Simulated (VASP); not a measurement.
Input of a VASP 6.6.1 run:

The input INCAR:

```
SYSTEM = V3F
PREC = Accurate
ENCUT = 600
EDIFF = 1E-7
ISMEAR = 0
SIGMA = 0.1
LREAL = .FALSE.
LASPH = .TRUE.
NELM = 150
ALGO = Normal
ISIF = 3
LWAVE = .FALSE.
LCHARG = .FALSE.
ISPIN = 2
MAGMOM = 2 2 2 0
LORBIT = 11
LMAXMIX = 4
GGA = PE
IBRION = 2
NSW = 90
EDIFFG = -0.04
```

The input KPOINTS:

```
regular mesh
0
G
  6 6 6
  0 0 0
```

POSCAR

```
V3F
1.0
    0.0000000000      3.2099406200      3.2099406200
    3.2099406200      0.0000000000      3.2099406200
    3.2099406200      3.2099406200      0.0000000000
V F
3 1
Direct
    0.5000000000      0.5000000000      0.5000000000
    0.2500000000      0.2500000000      0.2500000000
    0.7500000000      0.7500000000      0.7500000000
    0.0000000000      0.0000000000      0.0000000000
```

Potentials or basis: VASP PAW PBE potentials, release 64 (V_sv, F).

The run is started by

```sh
$ cat potpaw_PBE.64/V_sv/POTCAR potpaw_PBE.64/F/POTCAR > POTCAR
$ mpirun -np 1 vasp_std > vasp.out
```

Q: Predict the relaxed volume.

A: 12.95 Å³/atom.

Q: Predict the relaxed cell.

A: a = 4.184 Å, b = 4.184 Å, c = 4.184 Å, α = 60.00°, β = 60.00°, γ = 60.00°.

Final structure:
```
CELL_PARAMETERS angstrom
0.00000 2.95887 2.95887
2.95887 0.00000 2.95887
2.95887 2.95887 0.00000
ATOMIC_POSITIONS crystal
V 0.50000 0.50000 0.50000
V 0.25000 0.25000 0.25000
V 0.75000 0.75000 0.75000
F 0.00000 0.00000 0.00000
```

Caveat: the volume moved by over 15 % at a fixed basis, so the end points are rough; a moment this small can come from the mesh or the smearing.
